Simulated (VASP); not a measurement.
Crystal: Si3AsF.

```
Si As F
1.0
     4.13603    0.00000    0.00000
    -2.06801    3.58191    0.00000
     0.00000    0.00000    4.96407
Si As F
3 1 1
Direct
  0.66667 0.33333 0.24892
  0.66667 0.33333 0.75108
  0.00000 0.00000 0.00000
  0.00000 0.00000 0.50000
  0.33333 0.66667 0.00000
```

```yaml
Program: VASP 6.6.1
Task: relaxation of cell and atoms
Functional: PBE
Potentials_or_basis: VASP PAW PBE potentials, release 64 (Si, As, F)
Cutoff: 600 eV
k_mesh: 6 × 6 × 4
Occupations: gaussian, width 0.1 eV
Spin: no spin polarisation
```

At the start: pressure 11.2 GPa; volume 14.71 Å³/atom.

**Question.** Where does the relaxation end?

**Answer.** Over 15 steps the energy falls by 115.8 meV/atom and the volume is 16.52 Å³/atom (+12.3 %); space group P-6m2 (No. 187, to 0.05 Å).

The path:
| step | energy change (eV) | largest force (eV/Å) | pressure (GPa) | volume (Å³) |
| --- | --- | --- | --- | --- |
| 1 | 0.0000 | 0.4092 | 11.18 | 73.54 |
| 2 | -0.3242 | 0.4733 | -1.14 | 85.01 |
| 3 | -0.3271 | 0.4538 | -0.28 | 83.84 |
| 4 | -0.3704 | 0.3648 | -0.37 | 84.04 |
| 5 | -0.4140 | 0.1879 | -0.66 | 84.26 |
| 6 | -0.5190 | 0.1638 | -1.19 | 84.64 |
| 7 | -0.5023 | 0.5910 | -1.58 | 85.18 |
| 8 | -0.5544 | 0.2950 | -1.64 | 84.95 |
| 9 | -0.5568 | 0.2448 | -1.55 | 84.89 |
| 10 | -0.5599 | 0.2006 | 0.56 | 82.15 |
| 11 | -0.5697 | 0.2093 | -0.51 | 83.42 |
| 12 | -0.5760 | 0.1495 | 0.01 | 82.80 |
| 13 | -0.5772 | 0.0984 | 0.46 | 82.32 |
| 14 | -0.5788 | 0.0523 | -0.09 | 82.73 |
| 15 | -0.5791 | 0.0096 | 0.07 | 82.62 |

Final structure:
```cif
data_structure
_symmetry_space_group_name_H-M 'P 1'
_symmetry_Int_Tables_number 1
_cell_length_a 4.1380
_cell_length_b 4.1380
_cell_length_c 5.5712
_cell_angle_alpha 90.000
_cell_angle_beta 90.000
_cell_angle_gamma 120.000
_cell_volume 82.62
loop_
_atom_site_label
_atom_site_type_symbol
_atom_site_fract_x
_atom_site_fract_y
_atom_site_fract_z
_atom_site_occupancy
Si1 Si 0.66667 0.33333 0.22327 1
Si2 Si 0.66667 0.33333 0.77673 1
Si3 Si 0.00000 0.00000 0.00000 1
As1 As 0.00000 0.00000 0.50000 1
F1 F 0.33333 0.66667 0.00000 1
```
